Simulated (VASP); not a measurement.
A run of VASP 6.6.1 is set up as follows.

INCAR

```
SYSTEM = Li
PREC = Accurate ; ENCUT = 750
EDIFF = 1E-7 ; ISMEAR = 1
SIGMA = 0.1 ; LREAL = .False.
LASPH = .True. ; NELM = 120
ALGO = Normal ; ISIF = 3
LWAVE = .False. ; LCHARG = .False.
GGA = PE ; IBRION = 2
NSW = 80 ; EDIFFG = -0.03
GGA_COMPAT = .False. ; NELMIN = 4
```

Contents of KPOINTS:

```
Automatic mesh
0
Gamma
  7 7 7
  0 0 0
```

POSCAR

```
Li
1.0
    2.8800000000      0.0000000000      0.0000000000
    0.0000000000      2.8800000000      0.0000000000
    0.0000000000      0.0000000000      2.8800000000
Li
1
Direct
    0.0000000000      0.0000000000      0.0000000000
```

Potentials or basis: VASP PAW PBE potentials, release 64 (Li_sv).

The run is started by

```sh
$ cat potpaw_PBE.64/Li_sv/POTCAR > POTCAR
$ mpirun -np 1 vasp_std > vasp.out
```

(1) Predict the relaxed volume.

(2) Predict the relaxed cell.

(3) What does it give for the space group after relaxing (to 0.05 Å)?

## Answers

(1) 20.23 Å³/atom.

(2) a = 2.725 Å, b = 2.725 Å, c = 2.725 Å, α = 90.00°, β = 90.00°, γ = 90.00°.

(3) Pm-3m (No. 221).

Caveat: the volume moved by over 15 % at a fixed basis, so the end points are rough.
